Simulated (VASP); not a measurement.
Wanted: the native input for a VASP 6.6.1 run.

```
Task                   : single point
Functional             : LDA
Potentials or basis    : VASP PAW LDA potentials, release 64 (Ag)
Cutoff                 : 520 eV
k mesh                 : 3 × 3 × 2
Occupations            : methfessel-paxton, width 0.15 eV
Spin                   : no spin polarisation
Dipole correction      : no
Further INCAR settings : LREAL = Auto; ALGO = Normal; EDIFF = 1e-06; NBANDS = 96
```

The structure of Ag (a cell with a defect) lies in POSCAR:

```
Ag
1.0
    5.9290315600      0.0000000000      0.0000000000
   -2.9645157800      5.1346829800      0.0000000000
    0.0000000000      0.0000000000      9.6928536200
Ag
15
Direct
    0.1918355249      0.3452587057      0.1247958597
    0.3316537386      0.1633249810      0.3740342258
    0.1583533445      0.3215816841      0.6247920620
    0.3316507517      0.1633345239      0.8755457714
    0.3236749901      0.6556396983      0.3836225270
    0.1634097466      0.8314121858      0.6247905145
    0.3236823004      0.6556556682      0.8659603589
    0.7131295712      0.3740026419      0.1247786305
    0.8276683607      0.1642007897      0.3789602262
    0.6557385092      0.3242375443      0.6247890701
    0.8276710682      0.1642072165      0.8706184299
    0.2564430187      0.8635358828      0.1247964787
    0.8313231206      0.6636419450      0.3859520784
    0.6581763325      0.8291429123      0.6247905145
    0.8313300478      0.6636396080      0.8636310140
```

The input as run:

INCAR

```
SYSTEM = Ag
  PREC = Accurate
  ENCUT = 520
  EDIFF = 1E-6
  ISMEAR = 1
  SIGMA = 0.15
  LREAL = Auto
  LASPH = .TRUE.
  NELM = 100
  ALGO = Normal
  ISIF = 2
  LWAVE = .FALSE.
  LCHARG = .TRUE.
  GGA = CA
  LELF = .TRUE.
  LVHAR = .TRUE.
  NBANDS = 96
```

KPOINTS

```
Automatic mesh
0
G
  3 3 2
  0 0 0
```

Potentials or basis: VASP PAW LDA potentials, release 64 (Ag).

Launch:

```bash
$ cat potpaw_LDA.64/Ag/POTCAR > POTCAR
$ mpirun -np 1 vasp_std > vasp.out
```

Results of the run:

The pressure is -11.8 GPa, the largest force is 0.243 eV/Å and the band gap on the k mesh is zero (an odd number of electrons rules out a gap without spin polarisation).

Caveat: the k points lie up to 0.41 Å⁻¹ apart, too coarse for converged energies and pressures of a metal.

Wall time 5.8 min on 1 thread of Intel(R) Xeon(R) Platinum 8559C (Emerald Rapids), with other jobs on the host, peak memory 0.41 GiB.
